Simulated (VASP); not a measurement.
# AlSi16 (a cell with a defect) in VASP: single point with PBE

Aim: the single point of AlSi16 (a cell with a defect) with PBE.

Everything below comes from runs of VASP 6.6.1. Logs are shortened: lines on timing, memory, paths and dates and some standing lists are left out, and cuts for length are marked.

### Step 1. The cell of the first run

The cell holds a defect, 17 atoms: a = 7.679 Å, b = 7.679 Å, c = 7.679 Å, α = 60.00°, β = 60.00°, γ = 60.00°.

### Step 2. Single point, PBE, collinear spin, zero start

Contents of INCAR:

```
PREC = Accurate
ENCUT = 520
EDIFF = 1E-6
ISMEAR = 0
SIGMA = 0.05
LREAL = Auto
LASPH = True
NELM = 150
ALGO = Normal
ISIF = 2
LWAVE = False
LCHARG = False
ISPIN = 2
MAGMOM = 0 0 0 0 0 0 0 0 0 0 0 0 0 0 0 0 0
LORBIT = 11
GGA = PE
NBANDS = 52
```

Contents of KPOINTS:

```
regular mesh
0
Gamma
  2 2 2
```

Contents of POSCAR:

```
AlSi16
1.0
    0.0000000000      5.4300000000      5.4300000000
    5.4300000000      0.0000000000      5.4300000000
    5.4300000000      5.4300000000      0.0000000000
Si Al
16 1
Direct
   -0.0006948435      0.0001342541     -0.0000651934
    0.1200934622      0.1205713628      0.1204682320
   -0.0017042357     -0.0013108656      0.5012268877
    0.1201962247      0.1206934622      0.6381638122
   -0.0017244015      0.5013590239     -0.0013971455
    0.1201686924      0.6383670350      0.1205541436
   -0.0016438306      0.5014627993      0.5013044199
    0.1286226519      0.6237616943      0.6236709024
    0.5008040516     -0.0012889503     -0.0013541436
    0.6375220994      0.1207755064      0.1206642726
    0.5009225599     -0.0012232965      0.5013999079
    0.6233497238      0.1290079190      0.6237108656
    0.5008896869      0.5015243094     -0.0013018416
    0.6233351750      0.6237861878      0.1289392265
    0.4996590239      0.5000831492      0.4999993554
    0.6233745856      0.6237758748      0.6237084715
    1.2493193370      0.2501386740      0.2499517495
```

Potentials or basis: VASP PAW PBE potentials, release 64 (Si, Al).

Command:

```
cat potpaw_PBE.64/Si/POTCAR potpaw_PBE.64/Al/POTCAR > POTCAR
mpirun -np 1 vasp_std > vasp.out
```

OUTCAR:

```text
PREC = Accurate
   ENCUT = 520
   EDIFF = 1E-6
   ISMEAR = 0
   LREAL = Auto
   LASPH = True
   NELM = 150
   ISIF = 2
   ISPIN = 2
   LORBIT = 11
   GGA = PE

 ion  position               nearest neighbor table
   1  0.999  0.000  1.000-   2 2.27   6 2.27   4 2.27  10 2.27
   2  0.120  0.121  0.120-   1 2.27   9 2.39   3 2.39   5 2.39  17 2.43
   3  0.998  0.999  0.501-   8 2.35  12 2.35   2 2.39   4 2.39  17 2.73
   4  0.120  0.121  0.638-   1 2.27  11 2.39   7 2.39   3 2.39  17 2.43
   5  0.998  0.501  0.999-   8 2.35  14 2.35   2 2.39   6 2.39  17 2.73
   6  0.120  0.638  0.121-   1 2.27  13 2.39   7 2.39   5 2.39  17 2.43
   7  0.998  0.501  0.501-   8 2.35  16 2.35   6 2.39   4 2.39  17 2.73
   8  0.129  0.624  0.624-  15 2.33   3 2.35   7 2.35   5 2.35
   9  0.501  0.999  0.999-  14 2.35  12 2.35   2 2.39  10 2.39  17 2.73
  10  0.638  0.121  0.121-   1 2.27  11 2.39  13 2.39   9 2.39  17 2.43
  11  0.501  0.999  0.501-  12 2.35  16 2.35   4 2.39  10 2.39  17 2.73
  12  0.623  0.129  0.624-  15 2.33   9 2.35   3 2.35  11 2.35
  13  0.501  0.502  0.999-  14 2.35  16 2.35   6 2.39  10 2.39  17 2.73
  14  0.623  0.624  0.129-  15 2.33   9 2.35   5 2.35  13 2.35
  15  0.500  0.500  0.500-   8 2.33  14 2.33  12 2.33  16 2.33
  16  0.623  0.624  0.624-  15 2.33   7 2.35  13 2.35  11 2.35
  17  0.249  0.250  0.250-  10 2.43   4 2.43   6 2.43   2 2.43   5 2.73   3 2.73   7 2.73   9 2.73
                            13 2.73  11 2.73

  LATTYP: Found a face centered cubic cell.
 ALAT       =    10.8600000000

  Lattice vectors:

 A1 = (   0.0000000000,   5.4300000000,   5.4300000000)
 A2 = (   5.4300000000,   0.0000000000,   5.4300000000)
 A3 = (   5.4300000000,   5.4300000000,   0.0000000000)

Analysis of symmetry for initial positions (statically):
=====================================================================
 Subroutine PRICEL returns:
 Original cell was already a primitive cell.

 Routine SETGRP: Setting up the symmetry group for a
 face centered cubic supercell.

 Subroutine GETGRP returns: Found  1 space group operations
 (whereof  1 operations were pure point group operations)
 out of a pool of 48 trial point group operations.

The static configuration has the point symmetry C_1 .

Analysis of symmetry for dynamics (positions and initial velocities):
=====================================================================
 Subroutine PRICEL returns:
 Original cell was already a primitive cell.

 Routine SETGRP: Setting up the symmetry group for a
 face centered cubic supercell.

 Subroutine GETGRP returns: Found  1 space group operations
 (whereof  1 operations were pure point group operations)
 out of a pool of 48 trial point group operations.

The dynamic configuration has the point symmetry C_1 .

Analysis of structural, dynamic, and magnetic symmetry:
=====================================================================
 Subroutine PRICEL returns:
 Original cell was already a primitive cell.

 Routine SETGRP: Setting up the symmetry group for a
 face centered cubic supercell.

 Subroutine GETGRP returns: Found  1 space group operations
 (whereof  1 operations were pure point group operations)
 out of a pool of 48 trial point group operations.

The overall configuration has the point symmetry C_1 .

 Subroutine INISYM returns: Found  1 space group operations
 (whereof  1 operations are pure point group operations),
 and found     1 'primitive' translations

----------------------------------------------------------------------------------------

                                     Primitive cell

  volume of cell :     320.2060

  direct lattice vectors                    reciprocal lattice vectors
     0.000000000  5.430000000  5.430000000    -0.092081031  0.092081031  0.092081031
     5.430000000  0.000000000  5.430000000     0.092081031 -0.092081031  0.092081031
     5.430000000  5.430000000  0.000000000     0.092081031  0.092081031 -0.092081031

  length of vectors
[... 78 lines left out ...]
   number of dos      NEDOS =    301   number of ions     NIONS =     17
   total plane-waves  NPLWV = 216000
   dimension x,y,z NGX =    60 NGY =   60 NGZ =   60
   dimension x,y,z NGXF=   120 NGYF=  120 NGZF=  120
   ions per type =              16   1
   NGX,Y,Z   is equivalent  to a cutoff of  12.99, 12.99, 12.99 a.u.
   NGXF,Y,Z  is equivalent  to a cutoff of  25.98, 25.98, 25.98 a.u.
 SYSTEM =  unknown system
   PREC   = accura    normal or accurate (medium, high low for compatibility)
   ISTART =      0    job   : 0-new  1-cont  2-samecut
   ICHARG =      2    charge: 1-file 2-atom 10-const
   ISPIN  =      2    spin polarized calculation?
   LNONCOLLINEAR =      F non collinear calculations
   LSORBIT =      F    spin-orbit coupling
   LASPH  =      T    aspherical Exc in radial PAW
   ENCUT  =  520.0 eV  38.22 Ry    6.18 a.u.  14.28 14.28 14.28*2*pi/ulx,y,z
   NELM   =    150;   NELMIN=  2; NELMDL= -5     # of ELM steps
   EDIFF  = 0.1E-05   stopping-criterion for ELM
   LREAL  =      T    real-space projection
   EDIFFG = 0.1E-04   stopping-criterion for IOM
   NSW    =      0    number of steps for IOM
   IBRION =     -1    ionic relax: 0-MD 1-quasi-New 2-CG
   NFREE  =      0    steps in history (QN), initial steepest desc. (CG)
   ISIF   =      2    stress and relaxation
   ISYM   =      2    0-nonsym 1-usesym 2-fastsym
   POTIM  = 0.5000    time-step for ionic-motion
   TEBEG  =    0.0;   TEEND  =   0.0 temperature during run
   PSTRESS=    0.0 pullay stress
   NELECT =      67.0000    total number of electrons
   NUPDOWN=      -1.0000    fix difference up-down
   EMIN   =  10.00;   EMAX   =-10.00  energy-range for DOS
   EFERMI =   0.00;   METHOD = LEGACY
   ISMEAR =     0;   SIGMA  =   0.05  broadening in eV -4-tet -1-fermi 0-gaus
   EFERMI_NEDOS =   21; number of points for ismear=-14 and -15
   IALGO  =     38    algorithm
   IMIX   =      4    mixing-type and parameters
     AMIX     =   0.40;   BMIX     =  1.00
     AMIX_MAG =   1.60;   BMIX_MAG =  1.00
  volume/ion in A,a.u.               =      18.84       127.11
  Fermi-wavevector in a.u.,A,eV,Ry     =   0.971904  1.836632 12.852022  0.944597
  Thomas-Fermi vector in A             =   2.102159
   LORBIT       =     11    0 simple, 1 ext, 2 COOP (PROOUT), +10 PAW based schemes
   GGA     = PE    functional components
   LHFCALC =     F    Hartree Fock is set to
   AEXX    =    0.0000 exact exchange contribution
   IVDW    =     0    specifies the selected vdW correction
   LEPSILON=     F    determine dielectric tensor
   LRPA    =     F    only Hartree local field effects (RPA)
 spin polarized calculation
 Gauss-broadening in eV      SIGMA  =   0.05
  energy-cutoff  :      520.00
  volume of cell :      320.21
 maximum number of plane-waves:      8646
 NGX is ok and might be reduce to    60
   NGX = 29   NGY = 29   NGZ = 29

 number of electron      67.0000001 magnetization       0.0000081

 number of electron      67.0000001 magnetization      -0.0001138

 Free energy of the ion-electron system (eV)
  ---------------------------------------------------
  ext. energy  EPLUGINS =         0.00000000
  ---------------------------------------------------
  free energy    TOTEN  =       -86.69688812 eV

  energy without entropy =      -86.68983585  energy(sigma->0) =      -86.69336198

 E-fermi :   6.9027     XC(G=0):  -9.6571

 val. band max:        6.9025517977   @ k =   0.0000   0.0000   0.0000
 cond. band min:       6.9029065300   @ k =   0.0000   0.0000   0.0000
 fundamental gap:      0.0003547323
 Fermi energy:         6.9027290409

 spin component 1

 k-point     1 :       0.0000    0.0000    0.0000
  band No.  band energies     occupation
      1      -6.0077      1.00000
      2      -3.5560      1.00000
      3      -3.5381      1.00000
      4      -3.5373      1.00000
      5      -3.5372      1.00000
      6      -2.4026      1.00000
[... 373 lines left out ...]
     44      10.3346      0.00000
     45      10.4671      0.00000
 Fermi energy:         6.9027290409

 spin component 2

 k-point     1 :       0.0000    0.0000    0.0000
  band No.  band energies     occupation
      1      -6.0077      1.00000
      2      -3.5560      1.00000
      3      -3.5381      1.00000
      4      -3.5373      1.00000
      5      -3.5372      1.00000
      6      -2.4026      1.00000
[... 373 lines left out ...]
     44      10.3346      0.00000
     45      10.4670      0.00000
 [bands above 45 left out]

------------------------ aborting loop because EDIFF is reached ----------------------------------------

  FORCE on cell =-STRESS in cart. coord.  units (eV):
  Direction    XX          YY          ZZ          XY          YZ          ZX
  --------------------------------------------------------------------------------------
  -------------------------------------------------------------------------------------
  Total       10.7891541     10.7847186     10.7879701     -0.0090917     -0.0072548     -0.0130744
  in kB       53.9844267     53.9622332     53.9785026     -0.0454913     -0.0363000     -0.0654189
  external PRESSURE =      53.9750542 kB  Pullay stress =       0.0000000 kB

 VOLUME and BASIS-vectors are now :
 -----------------------------------------------------------------------------
  energy-cutoff  :      520.00
  volume of cell :      320.21
      direct lattice vectors                 reciprocal lattice vectors
     0.000000000  5.430000000  5.430000000    -0.092081031  0.092081031  0.092081031
     5.430000000  0.000000000  5.430000000     0.092081031 -0.092081031  0.092081031
     5.430000000  5.430000000  0.000000000     0.092081031  0.092081031 -0.092081031

 POSITION                                       TOTAL-FORCE (eV/Angst)
 -----------------------------------------------------------------------------------
      5.43037     10.85587      5.42696        -0.000286      0.001240      0.001157
      1.30884      1.30625      1.30681         0.004240      0.002295      0.002779
      8.14454      8.14241     10.84363         0.004566      0.002739     -0.011664
      4.12059      4.11790      1.30803        -0.001932     -0.002737      0.000216
      8.14479     10.84305      8.14302         0.003344     -0.011548      0.003228
      4.12094      1.30712      4.11885        -0.002467      0.000050     -0.002999
[... 9 lines left out ...]
      6.77384      6.77166      6.77203         0.006464      0.003864      0.005090
      2.71549      2.71104      2.71206        -0.000703     -0.000532     -0.000862
 -----------------------------------------------------------------------------------
    total drift:                                0.000555      0.005727      0.005515

  FREE ENERGIE OF THE ION-ELECTRON SYSTEM (eV)
  ---------------------------------------------------
  free  energy   TOTEN  =       -86.6968881174 eV

  energy  without entropy=      -86.6898358510  energy(sigma->0) =      -86.69336198

 total charge

# of ion       s       p       d       tot
------------------------------------------
    1        0.762   0.992   0.000   1.754
    2        0.758   0.950   0.000   1.708
    3        0.743   0.929   0.000   1.672
    4        0.758   0.950   0.000   1.708
    5        0.743   0.929   0.000   1.672
    6        0.758   0.950   0.000   1.708
[... 9 lines left out ...]
   16        0.746   0.949   0.000   1.695
   17        0.507   0.335   0.000   0.843
--------------------------------------------------
tot         12.479  15.471   0.000  27.950

 magnetization (x)

# of ion       s       p       d       tot
------------------------------------------
    1        0.000   0.000   0.000   0.000
    2        0.000  -0.000   0.000  -0.000
    3       -0.000   0.000   0.000  -0.000
    4        0.000  -0.000   0.000  -0.000
    5       -0.000   0.000   0.000  -0.000
    6        0.000  -0.000   0.000  -0.000
[... 9 lines left out ...]
   16        0.000  -0.000   0.000  -0.000
   17        0.000   0.000   0.000   0.000
--------------------------------------------------
tot         -0.000  -0.000   0.000  -0.000
```

It took 4.3 min on 1 thread of Intel Xeon 6975P-C (Granite Rapids), shared host; peak memory 0.7 GiB.

Results:

| Quantity | Value |
| --- | --- |
| Free energy | -86.6969 eV |
| Pressure | 5.4 GPa |
| Largest force | 0.014 eV/Å |
| Net moment | 0.00 μB per cell |
| Valence electrons inside the program's atomic spheres | Si 1.75, 1.71, 1.67, 1.70 (each value once); Al 0.84 |

Forces on the atoms (eV/Å):
```
Si   0.000  0.001  0.001
Si   0.004  0.002  0.003
Si   0.005  0.003 -0.012
Si  -0.002 -0.003  0.000
Si   0.003 -0.012  0.003
Si  -0.002  0.000 -0.003
Si   0.013 -0.002 -0.003
Si   0.004 -0.008 -0.007
Si  -0.011  0.003  0.005
Si   0.002 -0.001 -0.001
Si  -0.003  0.013 -0.001
Si  -0.007  0.002 -0.007
Si  -0.005  0.000  0.012
Si  -0.007 -0.007  0.003
Si   0.001  0.005  0.003
Si   0.006  0.004  0.005
Al  -0.001 -0.001 -0.001
```

Caveat: the k points lie up to 0.50 Å⁻¹ apart; no moment was typed at the start, so none could form.
